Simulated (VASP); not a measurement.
# Pt3Cl in VASP: a series of runs

Pt3Cl is run at these levels: PBE; tasks: single point.

Program: VASP 6.6.1. These are calculated values, not measurements. Logs are shortened: lines on timing, memory, paths and dates and some standing lists are left out, and cuts for length are marked.

### 1 The cell of the first run

The cell holds a slab with vacuum, 4 atoms: a = 2.807 Å, b = 2.807 Å, c = 19.351 Å, α = 90.00°, β = 90.00°, γ = 90.00°.

### 2 Single point, PBE

File INCAR:

```
PREC = Accurate
ENCUT = 400
EDIFF = 1E-6
ISMEAR = 0
SIGMA = 0.1
LREAL = False
LASPH = True
NELM = 120
ALGO = Normal
ISIF = 2
LWAVE = False
LCHARG = False
LDIPOL = True
IDIPOL = 3
DIPOL = 0.5 0.5 0.364
GGA = PE
NBANDS = 26
GGA_COMPAT = False
NELMDL = -8
```

File KPOINTS:

```
regular mesh
0
Gamma
  9 9 1
```

File POSCAR:

```
Pt3Cl
1.0
    2.8071640675      0.0000000000      0.0000000000
    0.0000000000      2.8071640675      0.0000000000
    0.0000000000      0.0000000000     19.3513901305
Pt Cl
3 1
Direct
    0.5000000000      0.5000000000      0.2067034964
    0.0000000000      0.0000000000      0.3062505503
    0.8888536386      0.5000000000      0.4193067771
    0.8333333333      1.0000000000      0.5223989644
```

Potentials or basis: VASP PAW PBE potentials, release 64 (Pt, Cl).

The run is started by

```
$ cat potpaw_PBE.64/Pt/POTCAR potpaw_PBE.64/Cl/POTCAR > POTCAR
$ mpirun -np 1 vasp_std > vasp.out
```

OUTCAR:

```text
PREC = Accurate
   ENCUT = 400
   EDIFF = 1E-6
   ISMEAR = 0
   LREAL = False
   LASPH = True
   NELM = 120
   ISIF = 2
   GGA = PE
   NELMDL = -8

 ion  position               nearest neighbor table
   1  0.500  0.500  0.207-   2 2.77   2 2.77   2 2.77   2 2.77
   2  0.000  0.000  0.306-   3 2.62   3 2.62   1 2.77   1 2.77   1 2.77   1 2.77
   3  0.889  0.500  0.419-   4 2.44   4 2.44   2 2.62   2 2.62
   4  0.833  0.000  0.522-   3 2.44   3 2.44

  LATTYP: Found a simple tetragonal cell.
 ALAT       =     2.8071640675
 C/A-ratio  =     6.8935728961

  Lattice vectors:

 A1 = (   2.8071640675,   0.0000000000,   0.0000000000)
 A2 = (   0.0000000000,   2.8071640675,   0.0000000000)
 A3 = (   0.0000000000,   0.0000000000,  19.3513901305)

Analysis of symmetry for initial positions (statically):
=====================================================================
 Subroutine PRICEL returns:
 Original cell was already a primitive cell.

 Routine SETGRP: Setting up the symmetry group for a
 simple tetragonal supercell.

 Subroutine GETGRP returns: Found  2 space group operations
 (whereof  2 operations were pure point group operations)
 out of a pool of 16 trial point group operations.

The static configuration has the point symmetry C_1h.

Analysis of symmetry for dynamics (positions and initial velocities):
=====================================================================
 Subroutine PRICEL returns:
 Original cell was already a primitive cell.

 Routine SETGRP: Setting up the symmetry group for a
 simple tetragonal supercell.

 Subroutine GETGRP returns: Found  2 space group operations
 (whereof  2 operations were pure point group operations)
 out of a pool of 16 trial point group operations.

The dynamic configuration has the point symmetry C_1h.

 Subroutine INISYM returns: Found  2 space group operations
 (whereof  2 operations are pure point group operations),
 and found     1 'primitive' translations

----------------------------------------------------------------------------------------

                                     Primitive cell

  volume of cell :     152.4922

  direct lattice vectors                    reciprocal lattice vectors
     2.807164068  0.000000000  0.000000000     0.356231405  0.000000000  0.000000000
     0.000000000  2.807164068  0.000000000     0.000000000  0.356231405  0.000000000
     0.000000000  0.000000000 19.351390131     0.000000000  0.000000000  0.051675874

  length of vectors
     2.807164068  2.807164068 19.351390131     0.356231405  0.356231405  0.051675874

  position of ions in fractional coordinates (direct lattice)
     0.500000000  0.500000000  0.206703496
     0.000000000  0.000000000  0.306250550
     0.888853639  0.500000000  0.419306777
     0.833333333  0.000000000  0.522398964

  ion indices of the primitive-cell ions
   primitive index   ion index
                 1           1
                 2           2
                 3           3
                 4           4

----------------------------------------------------------------------------------------

 KPOINTS: regular mesh

Automatic generation of k-mesh.
 Grid dimensions read from file:
 generate k-points for:    9    9    1

 Generating k-lattice:

  Cartesian coordinates                     Fractional coordinates (reciprocal lattice)
     0.039581267  0.000000000  0.000000000     0.111111111  0.000000000  0.000000000
     0.000000000  0.039581267  0.000000000     0.000000000  0.111111111  0.000000000
     0.000000000  0.000000000  0.051675874     0.000000000  0.000000000  1.000000000

  Length of vectors
     0.039581267  0.039581267  0.051675874

  Shift w.r.t. Gamma in fractional coordinates (k-lattice)
     0.000000000  0.000000000  0.000000000

 Subroutine IBZKPT returns following result:
 ===========================================

 Found     25 irreducible k-points:

 Following reciprocal coordinates:
            Coordinates               Weight
  0.000000  0.000000  0.000000      1.000000
  0.111111  0.000000  0.000000      2.000000
  0.000000  0.111111  0.000000      2.000000
  0.222222  0.000000  0.000000      2.000000
  0.000000  0.222222  0.000000      2.000000
  0.333333  0.000000  0.000000      2.000000
[... 16 lines left out ...]
  0.444444  0.333333  0.000000      4.000000
 -0.333333  0.444444  0.000000      4.000000
   k-points           NKPTS =     25   k-points in BZ     NKDIM =     25   number of bands    NBANDS=     26
   number of dos      NEDOS =    301   number of ions     NIONS =      4
   total plane-waves  NPLWV =  40824
   dimension x,y,z NGX =    18 NGY =   18 NGZ =  126
   dimension x,y,z NGXF=    36 NGYF=   36 NGZF=  252
   ions per type =               3   1
   NGX,Y,Z   is equivalent  to a cutoff of  10.66, 10.66, 10.82 a.u.
   NGXF,Y,Z  is equivalent  to a cutoff of  21.32, 21.32, 21.65 a.u.
 SYSTEM =  unknown system
   PREC   = accura    normal or accurate (medium, high low for compatibility)
   ISTART =      0    job   : 0-new  1-cont  2-samecut
   ICHARG =      2    charge: 1-file 2-atom 10-const
   ISPIN  =      1    spin polarized calculation?
   LNONCOLLINEAR =      F non collinear calculations
   LSORBIT =      F    spin-orbit coupling
   LASPH  =      T    aspherical Exc in radial PAW
   ENCUT  =  400.0 eV  29.40 Ry    5.42 a.u.   4.58  4.58 31.56*2*pi/ulx,y,z
   NELM   =    120;   NELMIN=  2; NELMDL= -8     # of ELM steps
   EDIFF  = 0.1E-05   stopping-criterion for ELM
   LREAL  =      F    real-space projection
   EDIFFG = 0.1E-04   stopping-criterion for IOM
   NSW    =      0    number of steps for IOM
   IBRION =     -1    ionic relax: 0-MD 1-quasi-New 2-CG
   NFREE  =      0    steps in history (QN), initial steepest desc. (CG)
   ISIF   =      2    stress and relaxation
   ISYM   =      2    0-nonsym 1-usesym 2-fastsym
   POTIM  = 0.5000    time-step for ionic-motion
   TEBEG  =    0.0;   TEEND  =   0.0 temperature during run
   PSTRESS=    0.0 pullay stress
   NELECT =      37.0000    total number of electrons
   NUPDOWN=      -1.0000    fix difference up-down
   EMIN   =  10.00;   EMAX   =-10.00  energy-range for DOS
   EFERMI =   0.00;   METHOD = LEGACY
   ISMEAR =     0;   SIGMA  =   0.10  broadening in eV -4-tet -1-fermi 0-gaus
   EFERMI_NEDOS =   21; number of points for ismear=-14 and -15
   IALGO  =     38    algorithm
   IMIX   =      4    mixing-type and parameters
     AMIX     =   0.40;   BMIX     =  1.00
     AMIX_MAG =   1.60;   BMIX_MAG =  1.00
  volume/ion in A,a.u.               =      38.12       257.27
  Fermi-wavevector in a.u.,A,eV,Ry     =   1.021079  1.929560 14.185475  1.042603
  Thomas-Fermi vector in A             =   2.154684
   LORBIT       =      0    0 simple, 1 ext, 2 COOP (PROOUT), +10 PAW based schemes
   GGA     = PE    functional components
   LHFCALC =     F    Hartree Fock is set to
   AEXX    =    0.0000 exact exchange contribution
   IVDW    =     0    specifies the selected vdW correction
   LEPSILON=     F    determine dielectric tensor
   LRPA    =     F    only Hartree local field effects (RPA)
 non-spin polarized calculation
 Gauss-broadening in eV      SIGMA  =   0.10
  energy-cutoff  :      400.00
  volume of cell :      152.49
 maximum number of plane-waves:      2819
   NGX =  9   NGY =  9   NGZ = 63

 dipolmoment           0.000000      0.000000      0.002959 electrons x Angstroem

 number of electron      36.9999998 magnetization

 dipolmoment           0.000000      0.000000     -0.015464 electrons x Angstroem

 Free energy of the ion-electron system (eV)
  ---------------------------------------------------
  ext. energy  EPLUGINS =         0.00000000
  ---------------------------------------------------
  free energy    TOTEN  =       -18.66900526 eV

  energy without entropy =      -18.64106798  energy(sigma->0) =      -18.65503662

 E-fermi :   0.6097     XC(G=0):  -6.0958

 val. band max:        0.5712512810   @ k =   0.0000   0.3333   0.0000
 cond. band min:       0.6111870496   @ k =  -0.1111   0.3333   0.0000
 fundamental gap:      0.0399357686
 Fermi energy:         0.6097470009

 k-point     1 :       0.0000    0.0000    0.0000
  band No.  band energies     occupation
      1     -16.3212      2.00000
      2      -7.9144      2.00000
      3      -6.4818      2.00000
      4      -5.4610      2.00000
      5      -5.0086      2.00000
      6      -4.3463      2.00000
[... 18 lines left out ...]
     25       6.9025      0.00000
     26       7.5477      0.00000

 k-point     2 :       0.1111    0.0000    0.0000
  band No.  band energies     occupation
      1     -16.2049      2.00000
      2      -7.6595      2.00000
      3      -6.3207      2.00000
      4      -5.3110      2.00000
      5      -4.7553      2.00000
      6      -4.0921      2.00000
[... 18 lines left out ...]
     25       7.1928      0.00000
     26       7.7498      0.00000

 k-point     3 :       0.0000    0.1111    0.0000
  band No.  band energies     occupation
      1     -16.1967      2.00000
      2      -7.6135      2.00000
      3      -6.2134      2.00000
      4      -5.2222      2.00000
      5      -4.8823      2.00000
      6      -4.3207      2.00000
[... 18 lines left out ...]
     25       7.1491      0.00000
     26       7.7398      0.00000

 k-point     4 :       0.2222    0.0000    0.0000
  band No.  band energies     occupation
      1     -15.8884      2.00000
      2      -7.0300      2.00000
      3      -5.9418      2.00000
      4      -5.0784      2.00000
      5      -4.0254      2.00000
      6      -3.8737      2.00000
[... 18 lines left out ...]
     25       7.8011      0.00000
     26       8.3788      0.00000
[... 496 lines left out ...]
      1     -14.6161      2.00000
      2      -5.4683      2.00000
      3      -5.0598      2.00000
      4      -4.5811      2.00000
      5      -4.5323      2.00000
      6      -4.2184      2.00000
[... 18 lines left out ...]
     25       8.7921      0.00000
     26       9.4799      0.00000

 k-point    23 :       0.4444    0.3333    0.0000
  band No.  band energies     occupation
      1     -14.3287      2.00000
      2      -5.2985      2.00000
      3      -5.1389      2.00000
      4      -4.9653      2.00000
      5      -4.7238      2.00000
      6      -4.4101      2.00000
[... 18 lines left out ...]
     25       8.5299      0.00000
     26       9.3287      0.00000

 k-point    24 :      -0.3333    0.4444    0.0000
  band No.  band energies     occupation
      1     -14.3028      2.00000
      2      -5.9800      2.00000
      3      -5.2861      2.00000
      4      -4.6799      2.00000
      5      -4.6502      2.00000
      6      -4.5327      2.00000
[... 18 lines left out ...]
     25       8.0739      0.00000
     26       9.5798      0.00000

 [... further k-points ...]

------------------------ aborting loop because EDIFF is reached ----------------------------------------

 vacuum level on the upper side and lower side of the slab       (xc-potential included)        -0.320         0.003

  FORCE on cell =-STRESS in cart. coord.  units (eV):
  Direction    XX          YY          ZZ          XY          YZ          ZX
  --------------------------------------------------------------------------------------
  -------------------------------------------------------------------------------------
  Total       -0.5446497      0.8075705      0.3739446      0.0000000      0.0000000      0.6277530
  in kB       -5.7224252      8.4848329      3.9288923      0.0000000      0.0000000      6.5955593
  external PRESSURE =       2.2304333 kB  Pullay stress =       0.0000000 kB

 VOLUME and BASIS-vectors are now :
 -----------------------------------------------------------------------------
  energy-cutoff  :      400.00
  volume of cell :      152.49
      direct lattice vectors                 reciprocal lattice vectors
     2.807164068  0.000000000  0.000000000     0.356231405  0.000000000  0.000000000
     0.000000000  2.807164068  0.000000000     0.000000000  0.356231405  0.000000000
     0.000000000  0.000000000 19.351390131     0.000000000  0.000000000  0.051675874

 POSITION                                       TOTAL-FORCE (eV/Angst)
 -----------------------------------------------------------------------------------
      1.40358      1.40358      4.00000        -0.088149      0.000000     -0.304303
      0.00000      0.00000      5.92637        -0.021356      0.000000      0.349879
      2.49516      1.40358      8.11417         0.000699      0.000000     -0.017495
      2.33930      0.00000     10.10915         0.108806      0.000000     -0.028080
 -----------------------------------------------------------------------------------
    total drift:                                0.000289      0.000000     -0.000405

  FREE ENERGIE OF THE ION-ELECTRON SYSTEM (eV)
  ---------------------------------------------------
  free  energy   TOTEN  =       -18.6690052565 eV

  energy  without entropy=      -18.6410679789  energy(sigma->0) =      -18.65503662

 vacuum level on the upper side and lower side of the slab         5.846         6.180
```

Wall time 65 s (1 thread of AMD EPYC 9R45 (Zen 5), shared host); peak memory 0.19 GiB.

Results:

| Item | Value |
| --- | --- |
| Free energy | -18.6690 eV |
| Largest force | 0.351 eV/Å |
| Band gap on the k mesh | zero (an odd number of electrons rules out a gap without spin polarisation) |

Forces on the atoms (eV/Å):
```
Pt  -0.088  0.000 -0.304
Pt  -0.021  0.000  0.350
Pt   0.001  0.000 -0.017
Cl   0.109  0.000 -0.028
```

Caveat: spin-orbit coupling is left out, which moves the levels of the heavy elements; an odd number of electrons without spin polarisation forces a metal; a magnetic or distorted state may lie lower.

### 3 Single point, PBE

File INCAR:

```
PREC = Accurate ; ENCUT = 400
EDIFF = 1E-6 ; ISMEAR = 0
SIGMA = 0.1 ; LREAL = False
LASPH = True ; NELM = 120
ALGO = Normal ; ISIF = 2
LWAVE = False ; LCHARG = True
LDIPOL = True ; IDIPOL = 3
DIPOL = 0.5 0.5 0.364 ; GGA = PE
LELF = True ; LVHAR = True
LVACPOTAV = True ; NBANDS = 26
GGA_COMPAT = False ; NELMDL = -8
```

KPOINTS is that of step 2.

Changes to POSCAR since step 2:

```diff
@@ -10,3 +10,3 @@
     0.0000000000      0.0000000000      0.3062505503
-    0.8888536386      0.5000000000      0.4193067771
-    0.8333333333      1.0000000000      0.5223989644
+    0.5000000000      0.8888530775      0.4193065018
+    1.0000000000      0.8333333333      0.5223988299
```

Potentials or basis: VASP PAW PBE potentials, release 64 (Pt, Cl).

The run is started by

```
$ cat potpaw_PBE.64/Pt/POTCAR potpaw_PBE.64/Cl/POTCAR > POTCAR
$ mpirun -np 1 vasp_std > vasp.out
```

OUTCAR:

```text
PREC = Accurate
   ENCUT = 400
   EDIFF = 1E-6
   ISMEAR = 0
   LREAL = False
   LASPH = True
   NELM = 120
   ISIF = 2
   GGA = PE
   NELMDL = -8

 ion  position               nearest neighbor table
   1  0.500  0.500  0.207-   2 2.77   2 2.77   2 2.77   2 2.77
   2  0.000  0.000  0.306-   3 2.62   3 2.62   1 2.77   1 2.77   1 2.77   1 2.77
   3  0.500  0.889  0.419-   4 2.44   4 2.44   2 2.62   2 2.62
   4  0.000  0.833  0.522-   3 2.44   3 2.44

  LATTYP: Found a simple tetragonal cell.
 ALAT       =     2.8071640675
 C/A-ratio  =     6.8935728961

  Lattice vectors:

 A1 = (   2.8071640675,   0.0000000000,   0.0000000000)
 A2 = (   0.0000000000,   2.8071640675,   0.0000000000)
 A3 = (   0.0000000000,   0.0000000000,  19.3513901305)

Analysis of symmetry for initial positions (statically):
=====================================================================
 Subroutine PRICEL returns:
 Original cell was already a primitive cell.

 Routine SETGRP: Setting up the symmetry group for a
 simple tetragonal supercell.

 Subroutine GETGRP returns: Found  2 space group operations
 (whereof  2 operations were pure point group operations)
 out of a pool of 16 trial point group operations.

The static configuration has the point symmetry C_1h.

Analysis of symmetry for dynamics (positions and initial velocities):
[... 165 lines left out ...]

 E-fermi :   0.6097     XC(G=0):  -6.0955

 val. band max:        0.5712491333   @ k =   0.3333   0.0000   0.0000
 cond. band min:       0.6111846696   @ k =   0.3333   0.1111   0.0000
 fundamental gap:      0.0399355364
 Fermi energy:         0.6097453681

 k-point     1 :       0.0000    0.0000    0.0000
  band No.  band energies     occupation
      1     -16.3212      2.00000
      2      -7.9144      2.00000
      3      -6.4818      2.00000
      4      -5.4610      2.00000
      5      -5.0086      2.00000
      6      -4.3463      2.00000
[... 685 lines left out ...]
     25       8.5299      0.00000
     26       9.3287      0.00000

 [... further k-points ...]
[... 5 lines left out ...]
  --------------------------------------------------------------------------------------
  -------------------------------------------------------------------------------------
  Total        0.8076256     -0.5446583      0.3740485      0.0000000      0.6277416      0.0000000
  in kB        8.4854111     -5.7225148      3.9299837      0.0000000      6.5954397      0.0000000
  external PRESSURE =       2.2309600 kB  Pullay stress =       0.0000000 kB

 VOLUME and BASIS-vectors are now :
 -----------------------------------------------------------------------------
  energy-cutoff  :      400.00
  volume of cell :      152.49
      direct lattice vectors                 reciprocal lattice vectors
     2.807164068  0.000000000  0.000000000     0.356231405  0.000000000  0.000000000
     0.000000000  2.807164068  0.000000000     0.000000000  0.356231405  0.000000000
     0.000000000  0.000000000 19.351390131     0.000000000  0.000000000  0.051675874

 POSITION                                       TOTAL-FORCE (eV/Angst)
 -----------------------------------------------------------------------------------
      1.40358      1.40358      4.00000         0.000000     -0.088150     -0.304306
      0.00000      0.00000      5.92637         0.000000     -0.021350      0.349834
      1.40358      2.49516      8.11416         0.000000      0.000697     -0.017428
      0.00000      2.33930     10.10914         0.000000      0.108804     -0.028100
 -----------------------------------------------------------------------------------
    total drift:                                0.000000      0.000289     -0.000408

  FREE ENERGIE OF THE ION-ELECTRON SYSTEM (eV)
  ---------------------------------------------------
  free  energy   TOTEN  =       -18.6690053862 eV

  energy  without entropy=      -18.6410682114  energy(sigma->0) =      -18.65503680

 vacuum level on the upper side and lower side of the slab         5.983         6.338
```

Run time: 68 s. Hardware: 1 thread of AMD EPYC 9R45 (Zen 5), shared host; peak memory 0.19 GiB.

Results:

```yaml
Free_energy: -18.6690 eV
Largest_force: 0.350 eV/Å
Band_gap_on_the_k_mesh: zero (an odd number of electrons rules out a gap without spin polarisation)
```

Forces in eV/Å, atoms in the order of the input:
```
Pt   0.000 -0.088 -0.304
Pt   0.000 -0.021  0.350
Pt   0.000  0.001 -0.017
Cl   0.000  0.109 -0.028
```

Caveat: spin-orbit coupling is left out, which moves the levels of the heavy elements; an odd number of electrons without spin polarisation forces a metal; a magnetic or distorted state may lie lower.
